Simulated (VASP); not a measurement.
Li2CdSiS4:

```
CELL_PARAMETERS angstrom
-2.56364 2.56364 5.12727
2.56364 -2.56364 5.12727
2.56364 2.56364 -5.12727
ATOMIC_POSITIONS crystal
Li 0.75000 0.25000 0.50000
Li 0.25000 0.75000 0.50000
Cd 0.00000 0.00000 0.00000
Si 0.50000 0.50000 0.00000
S 0.88300 0.88300 0.51000
S 0.11700 0.62700 0.00000
S 0.62700 0.11700 0.00000
S 0.37300 0.37300 0.49000
```

```yaml
Program: VASP 6.6.1
Task: relaxation of cell and atoms
Functional: PBEsol
Potentials_or_basis: VASP PAW PBE potentials, release 64 (Li_sv, Cd, Si, S)
Cutoff: 600 eV
k_mesh: 6 × 6 × 6
Occupations: fermi-dirac, width 0.03 eV
Spin: no spin polarisation
```

At the start: pressure 15.1 GPa; volume 16.85 Å³/atom.

Problem. How do energy, volume and symmetry change on relaxing?

Solution. Over 14 steps the energy falls by 392.4 meV/atom and the volume is 20.12 Å³/atom (+19.4 %); space group I-42m (No. 121, to 0.1 Å) before and after.

Step by step:
```tsv
step	energy change (eV)	largest force (eV/Å)	pressure (GPa)	volume (Å³)
1	0.0000	4.6316	15.12	134.79
2	-2.5429	1.7123	-5.00	168.25
3	-2.5853	1.7600	-3.48	162.81
4	-3.0967	0.4293	0.25	157.12
5	-3.1065	0.2316	1.01	156.28
6	-3.1064	0.2517	0.89	156.41
7	-3.1265	0.1732	0.29	158.70
8	-3.1332	0.1003	-0.29	161.08
9	-3.1359	0.0550	0.09	160.55
10	-3.1360	0.0601	0.15	160.46
11	-3.1377	0.0121	0.04	160.72
12	-3.1379	0.0496	-0.03	160.89
13	-3.1389	0.0317	0.01	160.91
14	-3.1393	0.0087	0.06	160.94
```

Final structure:
```cif
data_structure
_symmetry_space_group_name_H-M 'P 1'
_symmetry_Int_Tables_number 1
_cell_length_a 6.6764
_cell_length_b 6.6764
_cell_length_c 6.6764
_cell_angle_alpha 132.030
_cell_angle_beta 132.030
_cell_angle_gamma 70.181
_cell_volume 160.94
loop_
_atom_site_label
_atom_site_type_symbol
_atom_site_fract_x
_atom_site_fract_y
_atom_site_fract_z
_atom_site_occupancy
Li1 Li 0.75000 0.25000 0.50000 1
Li2 Li 0.25000 0.75000 0.50000 1
Cd1 Cd 0.00000 0.00000 0.00000 1
Si1 Si 0.50000 0.50000 0.00000 1
S1 S 0.83959 0.83959 0.43620 1
S2 S 0.16041 0.59661 0.00000 1
S3 S 0.59661 0.16041 0.00000 1
S4 S 0.40339 0.40339 0.56380 1
```

Caveat: the cutoff is under 1.25 times the usual one of these potentials, so pressure, stress and relaxed cells hold a basis-set (Pulay) error; the volume moved by over 15 % at a fixed basis, so the end points are rough; the PAW data sets were made with another functional, which shifts forces and pressure a little.
